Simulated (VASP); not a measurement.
Set up this calculation in VASP 6.6.1, as the native input.

```yaml
Task: single point
Functional: PBE
Potentials_or_basis: VASP PAW PBE potentials, release 64 (Al, H)
Cutoff: 520 eV
k_mesh: 5 × 4 × 1
Occupations: gaussian, width 0.1 eV
Spin: no spin polarisation
Dipole_correction: yes
Further_INCAR_settings: LREAL = Auto; ALGO = Normal; EDIFF = 1e-06; NBANDS = 40
```

The structure of Al8H lies in POSCAR:

```
Al8H
1.0
    5.7135165837      0.0000000000      0.0000000000
    0.0000000000      8.0801326415      0.0000000000
    0.0000000000      0.0000000000     22.2432786975
Al H
16 2
Direct
    0.2500000000      0.2500000000      0.1798296040
    0.2500000000      0.7500000000      0.1798296040
    0.7500000000      0.2500000000      0.1798296040
    0.7500000000      0.7500000000      0.1798296040
    0.0000000000      0.0000000000      0.2440458181
    0.0000000000      0.5000000000      0.2440458181
    0.5000000000      0.0000000000      0.2440458181
    0.5000000000      0.5000000000      0.2440458181
    0.2500000000      0.2500000000      0.3102598702
    0.2500000000      0.7500000000      0.3102598702
    0.7500000000      0.2500000000      0.3102598702
    0.7500000000      0.7500000000      0.3102598702
    0.0000000000      0.0000000000      0.3705963860
    0.0000000000      0.5000000000      0.3705963860
    0.5000000000      0.0000000000      0.3705963860
    0.5000000000      0.5000000000      0.3705963860
    0.2500000000      0.2097778880      0.5054685890
    0.2500000000      0.2902221120      0.5054685890
```

The input as run:

INCAR

```
PREC     = Accurate       # precision mode
ENCUT    = 520            # plane-wave cutoff, eV
EDIFF    = 1E-6           # SCF threshold, eV
ISMEAR   = 0              # smearing method
SIGMA    = 0.1            # smearing width, eV
LREAL    = Auto         
LASPH    = T              # aspherical terms in the spheres
NELM     = 100            # most SCF steps
ALGO     = Normal         # electronic algorithm
ISIF     = 2              # what is computed and relaxed
LWAVE    = F              # write WAVECAR
LCHARG   = F              # write CHGCAR
LDIPOL   = T            
IDIPOL   = 3            
DIPOL    = 0.5 0.5 0.302
GGA      = PE             # functional
NBANDS   = 40             # bands
```

KPOINTS

```
regular mesh
0
Gamma
  5 4 1
```

Potentials or basis: VASP PAW PBE potentials, release 64 (Al, H).

Launch:

```console
$ cat potpaw_PBE.64/Al/POTCAR potpaw_PBE.64/H/POTCAR > POTCAR
$ mpirun -np 1 vasp_std > vasp.out
```

Results of the run:

```yaml
Largest_force: 4.898 eV/Å
Band_gap_on_the_k_mesh: zero (bands 25 and 26 overlap by 0.49 eV)
```

It took 19 min on 1 thread of Intel Xeon 8259CL, with other jobs on the host, peak memory 0.91 GiB.
